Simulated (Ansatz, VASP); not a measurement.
**TlCl in VASP and in Ansatz**

INCAR

```
SYSTEM = TlCl
PREC = Accurate
ENCUT = 500
EDIFF = 1E-6
ISMEAR = 0
SIGMA = 0.01
LREAL = .FALSE.
LASPH = .TRUE.
NELM = 200
ALGO = Normal
ISIF = 2
LWAVE = .FALSE.
LCHARG = .TRUE.
MAGMOM = 0 0 0 0 0 0
LORBIT = 11
LSORBIT = .TRUE.
GGA_COMPAT = .FALSE.
LORBMOM = .TRUE.
GGA = PS
LVHAR = .TRUE.
NBANDS = 32
```

KPOINTS

```
Automatic mesh
0
G
  6 6 6
  0 0 0
```

POSCAR

```
TlCl
1.0
    3.7692376960      0.0000000000      0.0000000000
    0.0000000000      3.7692376960      0.0000000000
    0.0000000000      0.0000000000      3.7692376960
Tl Cl
1 1
Direct
    0.0000000000      0.0000000000      0.0000000000
    0.5000000000      0.5000000000      0.5000000000
```

Input for Ansatz:

```yaml
crystal:
  lattice:
    - [3.76923769596, 0.0, 0.0]
    - [0.0, 3.76923769596, 0.0]
    - [0.0, 0.0, 3.76923769596]
  atoms:
    - { symbol: Tl, position: [0.0, 0.0, 0.0] }
    - { symbol: Cl, position: [0.5, 0.5, 0.5] }
kpoints:
  mp_grid: { grid: [6, 6, 6] }
scf:
  occupations: { method: fixed }
hamiltonian:
  xc: pbesol
  pseudopotentials: { kind: all_electron, lapw: { basis_error: 0.001 } }
magnetization:
  noncollinear: true
  spin_orbit: true
output:
  forces: true
  stress: true
  eigenvalues: true
  eigenstates:
    nscf_kmesh: { grid: [10, 10, 10] }
    de_dk: true
    e_range: [-9, 11.79495244625]
checkpoint:
  write: ck
  write_wavefunctions: false
```

Alike in both runs: task single point; functional PBEsol; k mesh 6 × 6 × 6; non-collinear spin, spin-orbit coupling.

|  | VASP | Ansatz |
| --- | --- | --- |
| version | VASP 6.6.1 | Ansatz 0.2.0 |
| potentials or method | VASP PAW PBE potentials, release 64 (Tl_d, Cl), cutoff 500 eV | all-electron LAPW |
| occupations | gaussian, width 0.01 eV | fixed |

```tsv
	VASP	Ansatz	Ansatz less VASP
pressure (GPa)	-0.2	-0.2	+0.01
net moment per atom (μB)	0.00	0.00	0.000
```

VASP's potentials were made for PBE, not for PBEsol. Ansatz ran all-electron here, and VASP with PAW potentials.
